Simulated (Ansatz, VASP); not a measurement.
# V: VASP beside Ansatz

```
CELL_PARAMETERS angstrom
2.73096 0.00000 0.00000
-1.36548 2.36508 0.00000
0.00000 0.00000 9.62110
ATOMIC_POSITIONS crystal
V 0.00000 0.00000 0.00000
V 0.00000 0.00000 0.50000
V 0.33333 0.66667 0.25000
V 0.66667 0.33333 0.75000
```

Alike in both runs: task single point; functional PBE; k mesh 15 × 15 × 4; occupations fermi-dirac, width 0.1 eV; no spin polarisation.

|  | VASP | Ansatz |
| --- | --- | --- |
| version | VASP 6.6.1 | Ansatz 0.2.0 |
| potentials or method | VASP PAW PBE potentials, release 64 (V_sv), cutoff 520 eV | plane waves (420 eV) with PAW, scalar-relativistic |
| valence electrons in the cell | 52 | 52 |

VASP gave:

| Property | Result |
| --- | --- |
| pressure (GPa) | -15.5 |
| traceless stress, the component that is largest in VASP (GPa) | -0.10 |

Q: Which values does Ansatz return?

A: Pressure (GPa): -15.7; traceless stress, the component that is largest in VASP (GPa): -0.09.
